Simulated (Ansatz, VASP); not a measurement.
Two plane-wave programs on BF

```
B F
1.0
     2.82198    0.00000    0.00000
     0.00000    2.82198    0.00000
     0.00000    0.00000    2.03774
B F
1 1
Cartesian
  0.0000 0.0000 1.0189
  1.4110 1.4110 1.0189
```

Alike in both runs: functional PBE; k mesh 8 × 8 × 6; occupations gaussian, width 0.2 eV; no spin polarisation.

Ansatz relaxed the structure, and its values are those at the end. VASP's run is a single point on that final structure, the one shown.

|  | VASP | Ansatz |
| --- | --- | --- |
| version | VASP 6.6.1 | Ansatz 0.2.0 |
| potentials or method | VASP PAW PBE potentials, release 64 (B, F), cutoff 600 eV | scalar-relativistic, plane waves, PAW |
| valence electrons in the cell | 10 | 10 |

|  | VASP | Ansatz | Ansatz less VASP |
| --- | --- | --- | --- |
| gap on the k mesh at the Fermi level (eV) | 0.47 | 0.47 | +0.009 |
| least direct gap on the mesh (eV) | 0.47 | 0.47 | +0.009 |
| pressure (GPa) | 0.1 | 0.5 | +0.38 |

The functional is the same, so the differences come from potentials, cutoffs and numerics.

The k mesh is coarse, so the values compare programs but aren't converged.
